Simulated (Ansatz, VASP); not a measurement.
# Two plane-wave programs on Al2O3

```
Al O
1.0
     2.38025    1.37424    4.33187
    -2.38025    1.37424    4.33187
     0.00000   -2.74848    4.33187
Al O
4 6
Direct
  0.35216 0.35216 0.35216
  0.14784 0.14784 0.14784
  0.64784 0.64784 0.64784
  0.85216 0.85216 0.85216
  0.55668 0.94332 0.25000
  0.25000 0.55668 0.94332
  0.94332 0.25000 0.55668
  0.44332 0.05668 0.75000
  0.75000 0.44332 0.05668
  0.05668 0.75000 0.44332
```

Alike in both runs: task relaxation of cell and atoms; functional r2SCAN; k mesh 5 × 5 × 5; no spin polarisation.

```csv
,VASP,Ansatz
version,VASP 6.6.1,Ansatz 0.2.0
potentials or method,"VASP PAW PBE potentials, release 64 (Al, O), cutoff 600 eV","scalar-relativistic, plane waves, PAW"
occupations,"gaussian, width 0.01 eV",fixed
valence electrons in the cell,48,48
```

|  | VASP | Ansatz | Ansatz less VASP |
| --- | --- | --- | --- |
| gap on the k mesh at the Fermi level, each at its own relaxed structure (eV) | 7.20 | 7.14 | -0.062 |
| relaxed volume (Å³/atom) | 8.47 | 8.49 | +0.025 |
| relaxed length of the cell vector where the two differ most in proportion (Å) | 5.124 | 5.129 | +0.0051 |

VASP's potentials were made for PBE, not for r2SCAN.
